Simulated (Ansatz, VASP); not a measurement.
## SrCl2 in VASP and in Ansatz

```
Sr Cl
1.0
     0.00000    3.63249    3.46177
     3.63249    0.00000    3.46177
     3.63249    3.63249    0.00000
Sr Cl
1 2
Cartesian
  0.0000 0.0000 0.0000
  1.8162 1.8162 1.7309
  5.4487 5.4487 5.1926
```

Alike in both runs: task single point; functional PBE; k mesh 6 × 6 × 6; occupations gaussian, width 0.05 eV; no spin polarisation.

|  | VASP | Ansatz |
| --- | --- | --- |
| version | VASP 6.6.1 | Ansatz 0.2.0 |
| potentials or method | VASP PAW PBE potentials, release 64 (Sr_sv, Cl), cutoff 520 eV | scalar-relativistic, plane waves, PAW |
| valence electrons in the cell | 24 | 24 |

```csv
,VASP,Ansatz,Ansatz less VASP
gap on the k mesh at the Fermi level (eV),4.82,4.82,+0.002
least direct gap on the mesh (eV),5.08,5.08,0.000
pressure (GPa),-1.3,-1.4,-0.05
"traceless stress, the component that is largest in VASP (GPa)",1.51,1.52,+0.008
```
